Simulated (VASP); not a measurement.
A run of VASP 6.6.1 is set up as follows.

File INCAR:

```
ALGO = Normal
EDIFF = 1E-6
EDIFFG = -0.001
ENCUT = 600
GGA = PS
IBRION = 2
ISIF = 3
ISMEAR = 0
LASPH = T
LCHARG = F
LREAL = F
LWAVE = F
NELM = 80
NSW = 80
PREC = Accurate
SIGMA = 0.01
```

KPOINTS

```
k-points
0
Gamma
  8 8 8
```

POSCAR

```
BaS
1.0
    0.0000000000      3.1663007738      3.1663007738
    3.1663007738      0.0000000000      3.1663007738
    3.1663007738      3.1663007738      0.0000000000
Ba S
1 1
Direct
    0.0000000000      0.0000000000      0.0000000000
    0.5000000000      0.5000000000      0.5000000000
```

Potentials or basis: VASP PAW PBE potentials, release 64 (Ba_sv, S).

The run is started by

```sh
$ cat potpaw_PBE.64/Ba_sv/POTCAR potpaw_PBE.64/S/POTCAR > POTCAR
$ mpirun -np 1 vasp_std > vasp.out
```

Question: Predict the relaxed volume.

Answer: 32.20 Å³/atom.

Question: What does it give for the space group after relaxing (to 0.1 Å)?

Answer: Fm-3m (No. 225).

Final structure:
```
Ba S
1.0
     0.00000    3.18138    3.18138
     3.18138    0.00000    3.18138
     3.18138    3.18138    0.00000
Ba S
1 1
Direct
  0.00000 0.00000 0.00000
  0.50000 0.50000 0.50000
```

Caveat: the PAW data sets were made with another functional, which shifts forces and pressure a little. Zero-point motion and thermal expansion aren't in these numbers.
